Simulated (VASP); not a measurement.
# MnHg (Pm-3m) in VASP: notebook

Runs on MnHg. Level: PBE. Tasks: single point.

Program: VASP 6.6.1. These are calculated values, not measurements. Logs are shortened: lines on timing, memory, paths and dates and some standing lists are left out, and cuts for length are marked.

### 1 The cell of the first run

Symmetry: Pm-3m, No. 221, cubic system. Conventional cell: a = 2.971 Å, b = 2.971 Å, c = 2.971 Å, α = 90.00°, β = 90.00°, γ = 90.00°. Mn (site symmetry m-3m) has 8 Hg at 2.57 Å and 6 Mn at 2.97 Å within 3.4 Å. Hg (site symmetry m-3m) has 8 Mn at 2.57 Å and 6 Hg at 2.97 Å within 3.4 Å.

### 2 Single point, PBE (13.11 Å³/atom)

INCAR reads:

```
PREC = Accurate
ENCUT = 520
EDIFF = 1E-7
ISMEAR = -1
SIGMA = 0.1
LREAL = F
LASPH = T
NELM = 100
ALGO = Normal
ISIF = 2
LWAVE = F
LCHARG = T
GGA = PE
LELF = T
LVHAR = T
NBANDS = 20
```

KPOINTS reads:

```
Automatic mesh
0
Gamma
  10 10 10
```

POSCAR reads:

```
MnHg
1.0
    2.9711713470      0.0000000000      0.0000000000
    0.0000000000      2.9711713470      0.0000000000
    0.0000000000      0.0000000000      2.9711713470
Mn Hg
1 1
Direct
    0.5000000000      0.5000000000      0.5000000000
    0.0000000000      0.0000000000      0.0000000000
```

Potentials or basis: VASP PAW PBE potentials, release 64 (Mn_pv, Hg).

Launch:

```console
> cat potpaw_PBE.64/Mn_pv/POTCAR potpaw_PBE.64/Hg/POTCAR > POTCAR
> mpirun -np 1 vasp_std > vasp.out
```

OUTCAR:

```text
PREC = Accurate
   ENCUT = 520
   EDIFF = 1E-7
   ISMEAR = -1
   LREAL = F
   LASPH = T
   NELM = 100
   ISIF = 2
   GGA = PE

 ion  position               nearest neighbor table
   1  0.500  0.500  0.500-   2 2.57   2 2.57   2 2.57   2 2.57   2 2.57   2 2.57   2 2.57   2 2.57

   2  0.000  0.000  0.000-   1 2.57   1 2.57   1 2.57   1 2.57   1 2.57   1 2.57   1 2.57   1 2.57

  LATTYP: Found a simple cubic cell.
 ALAT       =     2.9711713470

  Lattice vectors:

 A1 = (   2.9711713470,   0.0000000000,   0.0000000000)
 A2 = (   0.0000000000,   2.9711713470,   0.0000000000)
 A3 = (   0.0000000000,   0.0000000000,   2.9711713470)

Analysis of symmetry for initial positions (statically):
=====================================================================
 Subroutine PRICEL returns:
 Original cell was already a primitive cell.

 Routine SETGRP: Setting up the symmetry group for a
 simple cubic supercell.

 Subroutine GETGRP returns: Found 48 space group operations
 (whereof 48 operations were pure point group operations)
 out of a pool of 48 trial point group operations.

The static configuration has the point symmetry O_h .

Analysis of symmetry for dynamics (positions and initial velocities):
=====================================================================
 Subroutine PRICEL returns:
 Original cell was already a primitive cell.

 Routine SETGRP: Setting up the symmetry group for a
 simple cubic supercell.

 Subroutine GETGRP returns: Found 48 space group operations
 (whereof 48 operations were pure point group operations)
 out of a pool of 48 trial point group operations.

The dynamic configuration has the point symmetry O_h .

 Subroutine INISYM returns: Found 48 space group operations
 (whereof 48 operations are pure point group operations),
 and found     1 'primitive' translations

----------------------------------------------------------------------------------------

                                     Primitive cell

  volume of cell :      26.2291

  direct lattice vectors                    reciprocal lattice vectors
     2.971171347  0.000000000  0.000000000     0.336567597  0.000000000  0.000000000
     0.000000000  2.971171347  0.000000000     0.000000000  0.336567597  0.000000000
[... 79 lines left out ...]
   ISPIN  =      1    spin polarized calculation?
   LNONCOLLINEAR =      F non collinear calculations
   LSORBIT =      F    spin-orbit coupling
   LASPH  =      T    aspherical Exc in radial PAW
   ENCUT  =  520.0 eV  38.22 Ry    6.18 a.u.   5.52  5.52  5.52*2*pi/ulx,y,z
   NELM   =    100;   NELMIN=  2; NELMDL= -5     # of ELM steps
   EDIFF  = 0.1E-06   stopping-criterion for ELM
   LREAL  =      F    real-space projection
   EDIFFG = 0.1E-05   stopping-criterion for IOM
   NSW    =      0    number of steps for IOM
   IBRION =     -1    ionic relax: 0-MD 1-quasi-New 2-CG
   NFREE  =      0    steps in history (QN), initial steepest desc. (CG)
   ISIF   =      2    stress and relaxation
   ISYM   =      2    0-nonsym 1-usesym 2-fastsym
   POTIM  = 0.5000    time-step for ionic-motion
   TEBEG  =    0.0;   TEEND  =   0.0 temperature during run
   PSTRESS=    0.0 pullay stress
   NELECT =      25.0000    total number of electrons
   NUPDOWN=      -1.0000    fix difference up-down
   EMIN   =  10.00;   EMAX   =-10.00  energy-range for DOS
   EFERMI =   0.00;   METHOD = LEGACY
   ISMEAR =    -1;   SIGMA  =   0.10  broadening in eV -4-tet -1-fermi 0-gaus
   EFERMI_NEDOS =   21; number of points for ismear=-14 and -15
   IALGO  =     38    algorithm
   IMIX   =      4    mixing-type and parameters
     AMIX     =   0.40;   BMIX     =  1.00
     AMIX_MAG =   1.60;   BMIX_MAG =  1.00
  volume/ion in A,a.u.               =      13.11        88.50
  Fermi-wavevector in a.u.,A,eV,Ry     =   1.611117  3.044570 35.316624  2.595699
  Thomas-Fermi vector in A             =   2.706559
   LORBIT       =      0    0 simple, 1 ext, 2 COOP (PROOUT), +10 PAW based schemes
   GGA     = PE    functional components
   LHFCALC =     F    Hartree Fock is set to
   AEXX    =    0.0000 exact exchange contribution
   IVDW    =     0    specifies the selected vdW correction
   LEPSILON=     F    determine dielectric tensor
   LRPA    =     F    only Hartree local field effects (RPA)
 non-spin polarized calculation
  energy-cutoff  :      520.00
  volume of cell :       26.23
 maximum number of plane-waves:       739
 NGX is ok and might be reduce to    24
   NGX = 11   NGY = 11   NGZ = 11

 number of electron      24.9999992 magnetization

 Free energy of the ion-electron system (eV)
  ---------------------------------------------------
  ext. energy  EPLUGINS =         0.00000000
  ---------------------------------------------------
  free energy    TOTEN  =        -6.77022684 eV

  energy without entropy =       -6.67284124  energy(sigma->0) =       -6.72153404

 E-fermi :   8.4426     XC(G=0): -13.6188

 val. band max:        8.4374911409   @ k =   0.5000   0.2000   0.1000
 cond. band min:       8.4452507703   @ k =   0.5000   0.0000   0.0000
 fundamental gap:      0.0077596294
 Fermi energy:         8.4426061192

 k-point     1 :       0.0000    0.0000    0.0000
  band No.  band energies     occupation
      1     -39.2736      2.00000
      2     -39.2736      2.00000
      3     -39.2736      2.00000
      4      -3.0450      2.00000
      5      -1.3222      2.00000
      6      -1.3222      2.00000
[... 541 lines left out ...]
     19      24.7496      0.00000
     20      25.3769      0.00000

 [... further k-points ...]

------------------------ aborting loop because EDIFF is reached ----------------------------------------

  FORCE on cell =-STRESS in cart. coord.  units (eV):
  Direction    XX          YY          ZZ          XY          YZ          ZX
  --------------------------------------------------------------------------------------
  -------------------------------------------------------------------------------------
  Total        6.9537512      6.9537512      6.9537512     -0.0000000      0.0000000     -0.0000000
  in kB      424.7629595    424.7629595    424.7629595     -0.0000000      0.0000000     -0.0000000
  external PRESSURE =     424.7629595 kB  Pullay stress =       0.0000000 kB

 VOLUME and BASIS-vectors are now :
 -----------------------------------------------------------------------------
  energy-cutoff  :      520.00
  volume of cell :       26.23
      direct lattice vectors                 reciprocal lattice vectors
     2.971171347  0.000000000  0.000000000     0.336567597  0.000000000  0.000000000
     0.000000000  2.971171347  0.000000000     0.000000000  0.336567597  0.000000000
     0.000000000  0.000000000  2.971171347     0.000000000  0.000000000  0.336567597

 POSITION                                       TOTAL-FORCE (eV/Angst)
 -----------------------------------------------------------------------------------
      1.48559      1.48559      1.48559         0.000000      0.000000      0.000000
      0.00000      0.00000      0.00000         0.000000      0.000000      0.000000
 -----------------------------------------------------------------------------------
    total drift:                                0.000000      0.000000     -0.000000

  FREE ENERGIE OF THE ION-ELECTRON SYSTEM (eV)
  ---------------------------------------------------
  free  energy   TOTEN  =        -6.7702268448 eV

  energy  without entropy=       -6.6728412384  energy(sigma->0) =       -6.72153404
```

stdout:

```text
POSCAR found type information on POSCAR MnHg
 POSCAR found :  2 types and       2 ions
 scaLAPACK will be used
 LDA part: xc-table for (Slater+PW92), standard interpolation
 POSCAR, INCAR and KPOINTS ok, starting setup
 FFT: planning ... GRIDC
 FFT: planning ... GRID_SOFT
 FFT: planning ... GRID
 WAVECAR not read
 entering main loop
```

Wall time 32 s (1 thread of Intel Xeon 8259CL, shared host); peak memory 0.16 GiB.

Results:

| Quantity | Value |
| --- | --- |
| Free energy | -6.7702 eV |
| Pressure | 42.5 GPa |
| Band gap on the k mesh | zero (an odd number of electrons rules out a gap without spin polarisation) |

Caveat: the cell stands under pressure; spin-orbit coupling is left out, which moves the levels of the heavy elements; the run has no spin polarisation, though such a crystal can be magnetic.

### 3 Single point, PBE (14.57 Å³/atom)

This run uses another cell than the first one, of 14.57 Å³/atom.

INCAR reads:

```
PREC = Accurate
ENCUT = 520
EDIFF = 1E-7
ISMEAR = -1
SIGMA = 0.1
LREAL = False
LASPH = True
NELM = 100
ALGO = Normal
ISIF = 2
LWAVE = False
LCHARG = True
GGA = PE
LELF = True
LVHAR = True
NBANDS = 20
```

KPOINTS is that of step 2.

POSCAR reads:

```
MnHg
1.0
    3.0773733967      0.0000000000      0.0000000000
    0.0000000000      3.0773733967      0.0000000000
    0.0000000000      0.0000000000      3.0773733967
Mn Hg
1 1
Direct
    0.5000000000      0.5000000000      0.5000000000
    0.0000000000      0.0000000000      0.0000000000
```

Potentials or basis: VASP PAW PBE potentials, release 64 (Mn_pv, Hg).

Launch:

```console
> cat potpaw_PBE.64/Mn_pv/POTCAR potpaw_PBE.64/Hg/POTCAR > POTCAR
> mpirun -np 1 vasp_std > vasp.out
```

Run time: 36 s. Hardware: 1 thread of Intel Xeon 8259CL, shared host; peak memory 0.16 GiB.

Results (log left out):

| Item | Value |
| --- | --- |
| Free energy | -7.2597 eV |
| Pressure | 13.9 GPa |
| Band gap on the k mesh | zero (an odd number of electrons rules out a gap without spin polarisation) |

Levels at points of the mesh, in eV from the Fermi level:
```csv
k point,band 10,band 11,band 12,band 13,band 14,band 15
"(0.00, 0.00, 0.00)",-0.90,-0.90,0.41,0.41,0.41,6.60
"(0.50, 0.00, 0.00)",-4.48,-1.59,-0.83,-0.83,0.05,1.02
"(0.50, 0.50, 0.00)",-1.33,-1.33,-0.55,0.37,0.37,0.62
"(0.50, 0.50, 0.50)",-2.67,-2.67,0.66,0.66,2.23,6.38
```

Caveat: the cell stands under pressure; spin-orbit coupling is left out, which moves the levels of the heavy elements; the run has no spin polarisation, though such a crystal can be magnetic.
